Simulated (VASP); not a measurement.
A run of VASP 6.6.1:

Contents of INCAR:

```
PREC = Accurate ; ENCUT = 520
EDIFF = 1E-6 ; ISMEAR = -1
SIGMA = 0.1 ; LREAL = F
LASPH = T ; NELM = 100
ALGO = Normal ; ISIF = 2
LWAVE = F ; LCHARG = F
GGA = PE ; NBANDS = 8
```

File KPOINTS:

```
Automatic mesh
0
Gamma
  18 18 18
```

Contents of POSCAR:

```
B
1.0
   -1.1539685228      1.1539685228      1.1539685228
    1.1539685228     -1.1539685228      1.1539685228
    1.1539685228      1.1539685228     -1.1539685228
B
1
Direct
    0.0000000000      0.0000000000      0.0000000000
```

Potentials or basis: VASP PAW PBE potentials, release 64 (B).

Run with:

```bash
$ cat potpaw_PBE.64/B/POTCAR > POTCAR
$ mpirun -np 1 vasp_std > vasp.out
```

Hardware: 1 thread of Intel(R) Xeon(R) Platinum 8259CL CPU @ 2.50GHz (Skylake/Cascade Lake), on a shared host.

Q: Estimate the wall time of this run.

A: Wall time 5.8 s on 1 thread of Intel(R) Xeon(R) Platinum 8259CL CPU @ 2.50GHz (Skylake/Cascade Lake) (shared host), peak memory 0.11 GiB. Counts: scf iterations 9, k points 195.
